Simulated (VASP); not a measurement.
# EuSb (P6_3mc) in VASP: further runs

The runs below take EuSb through single point, with PBE+U.

Program: VASP 6.6.1. These are calculated values, not measurements. Logs are shortened: lines on timing, memory, paths and dates and some standing lists are left out, and cuts for length are marked.

## Step 1: The cell of the first run

It takes space group P6_3mc (No. 186, hexagonal). The conventional cell has a = 4.826 Å, b = 4.826 Å, c = 7.904 Å, α = 90.00°, β = 90.00°, γ = 120.00°. Eu (site symmetry 3m) has 4 Sb at 2.96 Å within 3.9 Å. Within 3.9 Å of Sb (site symmetry 3m) lie 4 Eu at 2.96 Å.

## Step 2: Single point, PBE+U, collinear spin, ferromagnetic start

The input, INCAR:

```
SYSTEM = EuSb
ALGO = Normal ; EDIFF = 1E-7
ENCUT = 520 ; GGA = PE
ISIF = 2 ; ISMEAR = 0
ISPIN = 2 ; LASPH = .True.
LCHARG = .False. ; LDAU = .True.
LDAUJ = 0 0 ; LDAUL = 3 -1
LDAUPRINT = 1 ; LDAUTYPE = 2
LDAUU = 6 0 ; LMAXMIX = 6
LORBIT = 11 ; LREAL = .False.
LWAVE = .False. ; MAGMOM = 6 6 0 0
NBANDS = 34 ; NELM = 150
PREC = Accurate ; SIGMA = 0.05
```

The input, KPOINTS:

```
k-points
0
Gamma
  4 4 4
  0 0 0
```

The input, POSCAR:

```
EuSb
1.0
    4.8259792593      0.0000000000      0.0000000000
   -2.4129896297      4.1794206367      0.0000000000
    0.0000000000      0.0000000000      7.9038397857
Eu Sb
2 2
Direct
    0.6666666667      0.3333333333      0.0000000000
    0.3333333333      0.6666666667      0.5000000000
    0.6666666667      0.3333333333      0.6252000000
    0.3333333333      0.6666666667      0.1252000000
```

Potentials or basis: VASP PAW PBE potentials, release 64 (Eu, Sb).

The run is started by

```sh
$ cat potpaw_PBE.64/Eu/POTCAR potpaw_PBE.64/Sb/POTCAR > POTCAR
$ mpirun -np 1 vasp_std > vasp.out
```

OUTCAR:

```text
SYSTEM = EuSb
   EDIFF = 1E-7
   ENCUT = 520
   GGA = PE
   ISIF = 2
   ISMEAR = 0
   ISPIN = 2
   LASPH = .True.
   LORBIT = 11
   LREAL = .False.
   NELM = 150
   PREC = Accurate

 ion  position               nearest neighbor table
   1  0.667  0.333  0.000-   4 2.96   4 2.96   4 2.96   3 2.96
   2  0.333  0.667  0.500-   3 2.96   3 2.96   3 2.96   4 2.96
   3  0.667  0.333  0.625-   2 2.96   2 2.96   2 2.96   1 2.96
   4  0.333  0.667  0.125-   1 2.96   1 2.96   1 2.96   2 2.96

  LATTYP: Found a hexagonal cell.
 ALAT       =     4.8259792593
 C/A-ratio  =     1.6377691161

  Lattice vectors:

 A1 = (   4.8259792593,   0.0000000000,   0.0000000000)
 A2 = (  -2.4129896297,   4.1794206367,   0.0000000000)
 A3 = (   0.0000000000,   0.0000000000,   7.9038397857)

Analysis of symmetry for initial positions (statically):
=====================================================================
 Subroutine PRICEL returns:
 Original cell was already a primitive cell.

 Routine SETGRP: Setting up the symmetry group for a
 hexagonal supercell.

 Subroutine GETGRP returns: Found 12 space group operations
 (whereof  6 operations were pure point group operations)
 out of a pool of 24 trial point group operations.

The static configuration has the point symmetry C_3v.
 The point group associated with its full space group is C_6v.

Analysis of symmetry for dynamics (positions and initial velocities):
=====================================================================
 Subroutine PRICEL returns:
 Original cell was already a primitive cell.

 Routine SETGRP: Setting up the symmetry group for a
 hexagonal supercell.

 Subroutine GETGRP returns: Found 12 space group operations
 (whereof  6 operations were pure point group operations)
 out of a pool of 24 trial point group operations.

The dynamic configuration has the point symmetry C_3v.
 The point group associated with its full space group is C_6v.

Analysis of structural, dynamic, and magnetic symmetry:
=====================================================================
 Subroutine PRICEL returns:
 Original cell was already a primitive cell.

 Routine SETGRP: Setting up the symmetry group for a
 hexagonal supercell.

 Subroutine GETGRP returns: Found 12 space group operations
 (whereof  6 operations were pure point group operations)
 out of a pool of 24 trial point group operations.

The overall configuration has the point symmetry C_3v.
 The point group associated with its full space group is C_6v.

 Subroutine INISYM returns: Found 12 space group operations
 (whereof  6 operations are pure point group operations),
 and found     1 'primitive' translations

----------------------------------------------------------------------------------------

                                     Primitive cell
[... 175 lines left out ...]
 -0.0019  0.0000  0.0000  0.9668  0.0000  0.0000  0.0000
  0.0000  0.0059 -0.0000  0.0000  0.9577 -0.0000  0.0000
  0.0000  0.0000  0.0059  0.0000 -0.0000  0.9698 -0.0000
 -0.0000  0.0000 -0.0000  0.0000  0.0000 -0.0000  0.9423

spin component  2

  0.0017  0.0000  0.0000  0.0007  0.0000  0.0000 -0.0000
  0.0000  0.0012  0.0000  0.0000  0.0000  0.0000  0.0000
  0.0000  0.0000  0.0011  0.0000 -0.0000  0.0000 -0.0000
  0.0007  0.0000  0.0000  0.0020  0.0000  0.0000 -0.0000
  0.0000  0.0000 -0.0000  0.0000  0.0011 -0.0000  0.0000
  0.0000  0.0000  0.0000  0.0000 -0.0000  0.0012 -0.0000
 -0.0000  0.0000 -0.0000 -0.0000  0.0000 -0.0000  0.0010

 occupancies and eigenvectors

  o =  0.0010  v =  0.0000  0.0000  0.0000  0.0000  0.0000  0.0000  0.0000 -0.0000 -0.0000 -0.0000  0.0000  0.0000  0.0000 -1.0000      0.0000  0.0000  0.0000  0.0000  0.0000  0.0000  0.0000  0.0000  0.0000  0.0000  0.0000  0.0000  0.0000  0.0000
  o =  0.0011  v =  0.0000  0.0000  0.0000  0.0000  0.0000  0.0000  0.0000 -0.0000 -0.1786  0.6226  0.0000  0.7472 -0.1489 -0.0000      0.0000  0.0000  0.0000  0.0000  0.0000  0.0000  0.0000  0.0000  0.0000  0.0000  0.0000  0.0000  0.0000  0.0000
  o =  0.0011  v =  0.0000  0.0000  0.0000  0.0000  0.0000  0.0000  0.0000 -0.0000 -0.1489 -0.7472  0.0000  0.6226  0.1786  0.0000      0.0000  0.0000  0.0000  0.0000  0.0000  0.0000  0.0000  0.0000  0.0000  0.0000  0.0000  0.0000  0.0000  0.0000
  o =  0.0012  v =  0.0000  0.0000  0.0000  0.0000  0.0000  0.0000  0.0000 -0.7634 -0.0000 -0.0000  0.6459 -0.0000 -0.0000  0.0000      0.0000  0.0000  0.0000  0.0000  0.0000  0.0000  0.0000  0.0000  0.0000  0.0000  0.0000  0.0000  0.0000  0.0000
  o =  0.0012  v =  0.0000  0.0000  0.0000  0.0000  0.0000  0.0000  0.0000 -0.0000  0.7370  0.1517  0.0000  0.1762  0.6347 -0.0000      0.0000  0.0000  0.0000  0.0000  0.0000  0.0000  0.0000  0.0000  0.0000  0.0000  0.0000  0.0000  0.0000  0.0000
  o =  0.0012  v =  0.0000  0.0000  0.0000  0.0000  0.0000  0.0000  0.0000 -0.0000  0.6347 -0.1762  0.0000  0.1517 -0.7370  0.0000      0.0000  0.0000  0.0000  0.0000  0.0000  0.0000  0.0000  0.0000  0.0000  0.0000  0.0000  0.0000  0.0000  0.0000
  o =  0.0025  v =  0.0000  0.0000  0.0000  0.0000  0.0000  0.0000  0.0000 -0.6459 -0.0000 -0.0000 -0.7634 -0.0000 -0.0000  0.0000      0.0000  0.0000  0.0000  0.0000  0.0000  0.0000  0.0000  0.0000  0.0000  0.0000  0.0000  0.0000  0.0000  0.0000
  o =  0.9423  v =  0.0000  0.0000  0.0000  0.0000 -0.0000 -0.0000  1.0000  0.0000  0.0000  0.0000  0.0000  0.0000  0.0000  0.0000      0.0000  0.0000  0.0000  0.0000  0.0000  0.0000  0.0000  0.0000  0.0000  0.0000  0.0000  0.0000  0.0000  0.0000
  o =  0.9553  v = -0.0000 -0.2906  0.5913  0.0000  0.7126 -0.2411 -0.0000  0.0000  0.0000  0.0000  0.0000  0.0000  0.0000  0.0000      0.0000  0.0000  0.0000  0.0000  0.0000  0.0000  0.0000  0.0000  0.0000  0.0000  0.0000  0.0000  0.0000  0.0000
  o =  0.9553  v =  0.0000  0.2411  0.7126 -0.0000 -0.5913 -0.2906 -0.0000  0.0000  0.0000  0.0000  0.0000  0.0000  0.0000  0.0000      0.0000  0.0000  0.0000  0.0000  0.0000  0.0000  0.0000  0.0000  0.0000  0.0000  0.0000  0.0000  0.0000  0.0000
  o =  0.9660  v =  0.3633 -0.0000 -0.0000  0.9317 -0.0000 -0.0000 -0.0000  0.0000  0.0000  0.0000  0.0000  0.0000  0.0000  0.0000      0.0000  0.0000  0.0000  0.0000  0.0000  0.0000  0.0000  0.0000  0.0000  0.0000  0.0000  0.0000  0.0000  0.0000
  o =  0.9718  v =  0.9317  0.0000  0.0000 -0.3633  0.0000  0.0000 -0.0000  0.0000  0.0000  0.0000  0.0000  0.0000  0.0000  0.0000      0.0000  0.0000  0.0000  0.0000  0.0000  0.0000  0.0000  0.0000  0.0000  0.0000  0.0000  0.0000  0.0000  0.0000
  o =  0.9722  v =  0.0000 -0.7126 -0.2411 -0.0000 -0.2906 -0.5913  0.0000  0.0000  0.0000  0.0000  0.0000  0.0000  0.0000  0.0000      0.0000  0.0000  0.0000  0.0000  0.0000  0.0000  0.0000  0.0000  0.0000  0.0000  0.0000  0.0000  0.0000  0.0000
  o =  0.9722  v =  0.0000 -0.5913  0.2906 -0.0000 -0.2411  0.7126 -0.0000  0.0000  0.0000  0.0000  0.0000  0.0000  0.0000  0.0000      0.0000  0.0000  0.0000  0.0000  0.0000  0.0000  0.0000  0.0000  0.0000  0.0000  0.0000  0.0000  0.0000  0.0000

 number of electron      43.9999987 magnetization      13.3326310

 Free energy of the ion-electron system (eV)
  ---------------------------------------------------
  ext. energy  EPLUGINS =         0.00000000
  ---------------------------------------------------
  free energy    TOTEN  =       -29.87659845 eV

  energy without entropy =      -29.86655623  energy(sigma->0) =      -29.87157734

 E-fermi :   1.9397     XC(G=0):  -8.3646

 val. band max:        1.9182688964   @ k =   0.5000   0.0000   0.2500
 cond. band min:       1.9503597345   @ k =   0.5000   0.0000   0.5000
 fundamental gap:      0.0320908381
 Fermi energy:         1.9397284956

 spin component 1

 k-point     1 :       0.0000    0.0000    0.0000
  band No.  band energies     occupation
      1     -37.7003      1.00000
      2     -37.6974      1.00000
      3     -16.7290      1.00000
      4     -16.6484      1.00000
      5     -16.6484      1.00000
      6     -16.6338      1.00000
[... 433 lines left out ...]
     33       5.6238      0.00000
     34       5.6238      0.00000
 Fermi energy:         1.9397284956

 spin component 2

 k-point     1 :       0.0000    0.0000    0.0000
  band No.  band energies     occupation
      1     -34.6130      1.00000
      2     -34.6086      1.00000
      3     -14.5959      1.00000
      4     -14.4600      1.00000
      5     -14.4600      1.00000
      6     -14.4381      1.00000
[... 433 lines left out ...]
     33      10.9333      0.00000
     34      10.9355      0.00000

------------------------ aborting loop because EDIFF is reached ----------------------------------------

  FORCE on cell =-STRESS in cart. coord.  units (eV):
  Direction    XX          YY          ZZ          XY          YZ          ZX
  --------------------------------------------------------------------------------------
  -------------------------------------------------------------------------------------
  Total        7.2458734      7.2458734      6.7216683     -0.0000000      0.0000000      0.0000000
  in kB       72.8218428     72.8218428     67.5535224     -0.0000000      0.0000000      0.0000000
  external PRESSURE =      71.0657360 kB  Pullay stress =       0.0000000 kB

 VOLUME and BASIS-vectors are now :
 -----------------------------------------------------------------------------
  energy-cutoff  :      520.00
  volume of cell :      159.42
      direct lattice vectors                 reciprocal lattice vectors
     4.825979259  0.000000000  0.000000000     0.207211831  0.119633807  0.000000000
    -2.412989630  4.179420637  0.000000000     0.000000000  0.239267613  0.000000000
     0.000000000  0.000000000  7.903839786     0.000000000  0.000000000  0.126520783

 POSITION                                       TOTAL-FORCE (eV/Angst)
 -----------------------------------------------------------------------------------
      2.41299      1.39314      0.00000         0.000000     -0.000000      0.003336
     -0.00000      2.78628      3.95192        -0.000000      0.000000      0.003336
      2.41299      1.39314      4.94148        -0.000000      0.000000     -0.003336
     -0.00000      2.78628      0.98956         0.000000      0.000000     -0.003336
 -----------------------------------------------------------------------------------
    total drift:                                0.000000     -0.000000      0.001140

  FREE ENERGIE OF THE ION-ELECTRON SYSTEM (eV)
  ---------------------------------------------------
  free  energy   TOTEN  =       -29.8765984517 eV

  energy  without entropy=      -29.8665562252  energy(sigma->0) =      -29.87157734

 total charge

# of ion       s       p       d       f       tot
--------------------------------------------------
    1        2.056   5.757   0.374   6.737  14.924
    2        2.056   5.757   0.374   6.737  14.924
    3        1.162   1.410   0.007   0.000   2.578
    4        1.162   1.410   0.007   0.000   2.578
--------------------------------------------------
tot          6.436  14.334   0.762  13.474  35.005

 magnetization (x)

# of ion       s       p       d       f       tot
--------------------------------------------------
    1       -0.011  -0.119   0.044   6.719   6.633
    2       -0.011  -0.119   0.044   6.719   6.633
    3       -0.008  -0.108   0.002   0.000  -0.114
    4       -0.008  -0.108   0.002   0.000  -0.114
--------------------------------------------------
tot         -0.037  -0.454   0.092  13.438  13.039
```

Run time: 17 min. Hardware: 1 thread of AMD EPYC 7R43 (Zen 3), shared host; peak memory 0.35 GiB.

Results:

| Quantity | Value |
| --- | --- |
| Free energy | -29.8766 eV |
| Pressure | 7.1 GPa |
| Largest force | 0.003 eV/Å |
| Net moment | 13.33 μB per cell |
| Site moments | Eu +6.63; Sb -0.11 μB |
| Valence electrons inside the program's atomic spheres | Eu 14.92; Sb 2.58 |

Forces in eV/Å, atoms in the order of the input:
```
Eu   0.000  0.000  0.003
Eu   0.000  0.000  0.003
Sb   0.000  0.000 -0.003
Sb   0.000  0.000 -0.003
```

Levels at points of the mesh, in eV from the Fermi level:
Spin up:
| k point | band 25 | band 26 | band 27 | band 28 | band 29 | band 30 | band 31 | band 32 | band 33 | band 34 |
| --- | --- | --- | --- | --- | --- | --- | --- | --- | --- | --- |
| (0.00, 0.00, 0.00) | -0.70 | -0.29 | -0.27 | -0.27 | -0.08 | -0.08 | 3.03 | 3.03 | 3.14 | 3.61 |
| (0.50, 0.00, 0.00) | -0.77 | -0.75 | -0.35 | -0.07 | 0.06 | 0.34 | 2.15 | 2.64 | 3.47 | 3.94 |
| (0.00, 0.00, 0.50) | -0.70 | -0.70 | -0.22 | -0.22 | -0.22 | -0.22 | 3.70 | 3.70 | 3.70 | 3.70 |
| (0.50, 0.00, 0.50) | -0.77 | -0.77 | -0.06 | -0.06 | 0.11 | 0.11 | 2.83 | 2.83 | 3.74 | 3.74 |
Spin down:
```csv
k point,band 11,band 12,band 13,band 14,band 15,band 16,band 17,band 18,band 19,band 20
"(0.00, 0.00, 0.00)",-1.50,-0.45,-0.45,-0.42,-0.18,-0.18,3.08,3.53,3.53,4.01
"(0.50, 0.00, 0.00)",-1.53,-1.35,-0.47,-0.18,-0.15,0.23,2.52,3.00,3.98,4.42
"(0.00, 0.00, 0.50)",-1.20,-1.20,-0.33,-0.33,-0.33,-0.33,4.30,4.30,4.30,4.30
"(0.50, 0.00, 0.50)",-1.71,-1.71,-0.15,-0.15,0.01,0.01,3.14,3.14,4.21,4.21
```

Eigenvalues of the final occupation matrices:
```
    site  spin  trace                         eigenvalues
site 1 f     1   6.74  0.94 0.96 0.96 0.97 0.97 0.97 0.97
site 1 f     2   0.01  0.00 0.00 0.00 0.00 0.00 0.00 0.00
site 2 f     1   6.74  0.94 0.96 0.96 0.97 0.97 0.97 0.97
site 2 f     2   0.01  0.00 0.00 0.00 0.00 0.00 0.00 0.00
```

Caveat: the k points lie up to 0.38 Å⁻¹ apart; spin-orbit coupling is left out, which moves the levels of the heavy elements. The state reached can hang on the start; a lower one may exist.

## Step 3: Single point, PBE+U, collinear spin, ferromagnetic start (41.83 Å³/atom)

This run uses another cell than the first one, of 41.83 Å³/atom.

Edit INCAR of step 2 so:

```diff
@@ -1,3 +1,3 @@
 SYSTEM = EuSb
-ALGO = Normal ; EDIFF = 1E-7
+ALGO = Normal ; EDIFF = 1E-6
 ENCUT = 520 ; GGA = PE
@@ -10,3 +10,3 @@
 LORBIT = 11 ; LREAL = .False.
-LWAVE = .False. ; MAGMOM = 6 6 0 0
+LWAVE = .False. ; MAGMOM = 7.68 7.68 0.44 0.44
 NBANDS = 34 ; NELM = 150
```

KPOINTS is that of step 2.

The input, POSCAR:

```
EuSb
1.0
    4.9043416480      0.0000000000      0.0000000000
   -2.4521708240      4.2472844560      0.0000000000
    0.0000000000      0.0000000000      8.0321792857
Eu Sb
2 2
Direct
    0.6666666667      0.3333333333      0.0000000000
    0.3333333333      0.6666666667      0.5000000000
    0.6666666667      0.3333333333      0.6252000000
    0.3333333333      0.6666666667      0.1252000000
```

Potentials or basis: VASP PAW PBE potentials, release 64 (Eu, Sb).

The run is started by

```sh
$ cat potpaw_PBE.64/Eu/POTCAR potpaw_PBE.64/Sb/POTCAR > POTCAR
$ mpirun -np 1 vasp_std > vasp.out
```

Wall time 9.3 min (1 thread of AMD EPYC 7R43 (Zen 3), shared host); peak memory 0.36 GiB.

It converged, with:

```yaml
Free_energy: -30.1824 eV
Pressure: 5.4 GPa
Largest_force: 0.029 eV/Å
Net_moment: 14.93 μB per cell
Site_moments: Eu +6.74; Sb +0.15 μB
Valence_electrons_inside_the_program's_atomic_spheres: Eu 14.93; Sb 2.55
```

Forces on the atoms (eV/Å):
```
Eu   0.000  0.000  0.029
Eu   0.000  0.000  0.029
Sb   0.000  0.000 -0.029
Sb   0.000  0.000 -0.029
```

Stress tensor (GPa, compression positive):
```
5.53 0.00 0.00
0.00 5.53 0.00
0.00 0.00 5.27
```

Levels at points of the mesh, in eV from the Fermi level:
Spin up:
| k point | band 28 | band 29 | band 30 | band 31 | band 32 | band 33 |
| --- | --- | --- | --- | --- | --- | --- |
| (0.00, 0.00, 0.00) | -0.32 | -0.20 | -0.20 | 2.91 | 2.96 | 2.96 |
| (0.50, 0.00, 0.00) | -0.18 | -0.06 | 0.11 | 2.11 | 2.54 | 3.35 |
| (0.00, 0.00, 0.50) | -0.30 | -0.30 | -0.30 | 3.61 | 3.61 | 3.61 |
| (0.50, 0.00, 0.50) | -0.17 | -0.06 | -0.06 | 2.73 | 2.73 | 3.57 |
Spin down:
| k point | band 13 | band 14 | band 15 | band 16 | band 17 | band 18 |
| --- | --- | --- | --- | --- | --- | --- |
| (0.00, 0.00, 0.00) | -0.25 | -0.24 | -0.01 | -0.01 | 2.96 | 3.63 |
| (0.50, 0.00, 0.00) | -0.35 | -0.02 | -0.01 | 0.34 | 2.61 | 3.06 |
| (0.00, 0.00, 0.50) | -0.15 | -0.15 | -0.15 | -0.15 | 4.22 | 4.22 |
| (0.50, 0.00, 0.50) | -0.02 | -0.02 | 0.15 | 0.15 | 3.19 | 3.19 |

Eigenvalues of the final occupation matrices:
```tsv
site	spin	trace	eigenvalues
site 1 f	1	6.78	0.96 0.96 0.96 0.97 0.97 0.98 0.98
site 1 f	2	0.01	0.00 0.00 0.00 0.00 0.00 0.00 0.00
site 2 f	1	6.78	0.96 0.96 0.96 0.97 0.97 0.98 0.98
site 2 f	2	0.01	0.00 0.00 0.00 0.00 0.00 0.00 0.00
```

Caveat: the k points lie up to 0.37 Å⁻¹ apart; spin-orbit coupling is left out, which moves the levels of the heavy elements.
